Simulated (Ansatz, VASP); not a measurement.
**One calculation of Au, two programs**

```xyz
2
Lattice="-2.9271 2.9271 1.5431 2.9271 -2.9271 1.5431 2.9271 2.9271 -1.5431" Properties=species:S:1:pos:R:3 pbc="T T T"
Au    0.0000    2.9271    0.7716
Au    0.0000    0.0000    0.0000
```

Alike in both runs: task relaxation of cell and atoms; functional PBEsol; k mesh 8 × 8 × 8; occupations gaussian, width 0.1 eV; no spin polarisation.

|  | VASP | Ansatz |
| --- | --- | --- |
| version | VASP 6.6.1 | Ansatz 0.2.0 |
| potentials or method | VASP PAW PBE potentials, release 64 (Au), cutoff 600 eV | scalar-relativistic, plane waves, PAW |
| valence electrons in the cell | 22 | 38 |

```tsv
	VASP	Ansatz	Ansatz less VASP
gap on the k mesh at the Fermi level, each at its own relaxed structure (eV)	none	none	-
relaxed volume (Å³/atom)	18.60	18.63	+0.036
relaxed cell length with the largest relative difference (Å)	3.948	3.951	+0.0029
```

VASP's potentials were made for PBE, not for PBEsol. A gap of «none» marks a metal or a gap that the smearing closes. VASP's potentials hold 22 valence electrons a cell and Ansatz's 38, so a difference there can come from the potentials and not from the codes.

Neither program's run includes spin-orbit coupling. Noted on VASP's run: the volume moved by over 15 % at a fixed basis, so the end points are rough.
